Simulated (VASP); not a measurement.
Set up this calculation in VASP 6.6.1, as the native input.

```
Task                   : single point
Functional             : PBE
Potentials or basis    : VASP PAW PBE potentials, release 64 (Al, B, N)
Cutoff                 : 600 eV
k mesh                 : 4 × 4 × 4
Occupations            : gaussian, width 0.1 eV
Spin                   : collinear spin, ferromagnetic start
Starting moments       : [0.0, 0.0, 0.0, 0.0, 0.0, 0.0, 0.0, 0.0, 1.0, 1.0, 1.0, 1.0] μB
Dipole correction      : no
Further INCAR settings : ALGO = Normal; EDIFF = 1e-06; NBANDS = 38
```

The structure of Al3BN2 lies in POSCAR:

```
Al3BN2
1.0
    2.5880866138     -4.5528914212      0.0000000000
    2.5880866138      4.5528914212      0.0000000000
   -0.5201266242      0.0000000000      5.2603045738
Al B N
6 2 4
Direct
    0.3951226933      0.3951226933      0.7298311491
    0.6048773067      0.6048773067      0.2701688509
    0.6043078735      0.0043296339      0.7529816275
    0.3956921265      0.9956703661      0.2470183725
    0.0043296339      0.6043078735      0.7529816275
    0.9956703661      0.3956921265      0.2470183725
    0.9750160599      0.9750160599      0.6512493826
    0.0249839401      0.0249839401      0.3487506174
    0.6665959633      0.3334040367      0.5000000000
    0.6599418890      0.3400581110      0.0000000000
    0.3400581110      0.6599418890      0.0000000000
    0.3334040367      0.6665959633      0.5000000000
```

The input as run:

INCAR

```
SYSTEM = Al3BN2
ALGO = Normal
EDIFF = 1E-6
ENCUT = 600
GGA = PE
GGA_COMPAT = .FALSE.
ISIF = 2
ISMEAR = 0
ISPIN = 2
LASPH = .TRUE.
LCHARG = .FALSE.
LORBIT = 11
LREAL = .FALSE.
LWAVE = .FALSE.
MAGMOM = 0 0 0 0 0 0 0 0 1 1 1 1
NBANDS = 38
NELM = 200
PREC = Accurate
SIGMA = 0.1
```

KPOINTS

```
k-points
0
G
  4 4 4
  0 0 0
```

Potentials or basis: VASP PAW PBE potentials, release 64 (Al, B, N).

Launch:

```console
$ cat potpaw_PBE.64/Al/POTCAR potpaw_PBE.64/B/POTCAR potpaw_PBE.64/N/POTCAR > POTCAR
$ mpirun -np 1 vasp_std > vasp.out
```

Results of the run:

The pressure is -0.3 GPa and the largest force is 0.253 eV/Å. The band gap on the k mesh is zero (filled and empty bands overlap) and the net moment is 0.00 μB per cell. The valence electrons inside the program's atomic spheres are Al 0.70, 0.75 (each value once); B 1.93; N 3.80, 3.76 (each value once).

Caveat: semilocal functionals underestimate gaps, and a narrow one can read as zero.

Run time: 10 min on 1 thread of Oxide Virtual Turin-like Processor (shared host), peak memory 0.39 GiB.
